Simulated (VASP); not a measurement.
Write the native input for VASP 6.6.1 that does the following.

```
Task                   : relaxation of cell and atoms
Functional             : PBE
Potentials or basis    : VASP PAW PBE potentials, release 64 (Sc_sv, B, Sb, P)
Cutoff                 : 600 eV
k mesh                 : 4 × 4 × 4
Occupations            : gaussian, width 0.1 eV
Spin                   : no spin polarisation
Dipole correction      : no
Further INCAR settings : ALGO = Normal; EDIFF = 1e-06; IBRION = 2; EDIFFG = -0.04; NSW = 90; ISIF = 3
```

The structure of ScBSbP3 lies in POSCAR:

```
ScBSbP3
1.0
    4.1445669200      0.0000000000      0.0000000000
    0.0000000000      4.4270495000      0.0000000000
    0.0000000000      0.0000000000      6.2251244800
Sc B Sb P
1 1 1 3
Direct
    0.0000000000      0.0000000000      0.0000000000
    0.0000000000      0.0000000000      0.5000000000
    0.5000000000      0.0000000000      0.5000000000
    0.5000000000      0.5000000000      0.7068227900
    0.5000000000      0.5000000000      0.2931772100
    0.5000000000      0.5000000000      0.0000000000
```

The input as run:

INCAR

```
SYSTEM = ScBSbP3
PREC = Accurate
ENCUT = 600
EDIFF = 1E-6
ISMEAR = 0
SIGMA = 0.1
LREAL = .FALSE.
LASPH = .TRUE.
NELM = 60
ALGO = Normal
ISIF = 3
LWAVE = .FALSE.
LCHARG = .FALSE.
GGA = PE
IBRION = 2
NSW = 90
EDIFFG = -0.04
```

KPOINTS

```
regular mesh
0
G
  4 4 4
  0 0 0
```

Potentials or basis: VASP PAW PBE potentials, release 64 (Sc_sv, B, Sb, P).

Run with:

```console
$ cat potpaw_PBE.64/Sc_sv/POTCAR potpaw_PBE.64/B/POTCAR potpaw_PBE.64/Sb/POTCAR potpaw_PBE.64/P/POTCAR > POTCAR
$ mpirun -np 1 vasp_std > vasp.out
```

It gave:

* Relaxed volume: 22.50 Å³/atom
* Relaxed cell: a = 4.232 Å, b = 4.643 Å, c = 6.872 Å, α = 90.00°, β = 90.00°, γ = 90.00°
* Space group after relaxing (to 0.05 Å): Pmmm (No. 47)
* Energy gained by relaxing: 395.1 meV/atom
* Ionic steps: 11
* Pressure after relaxing: 0.0 GPa
* Band gap on the k mesh: zero (band 17 reaches 5.62 eV, above the bottom of band 18 at 4.47 eV)

Caveat: the k points lie up to 0.37 Å⁻¹ apart in the final cell; the volume moved by over 15 % at a fixed basis, so the end points are rough; spin-orbit coupling is left out, which moves the levels of the heavy elements.

Run time: 16 min on 1 thread of Oxide Virtual Turin-like Processor (shared host), peak memory 0.29 GiB.
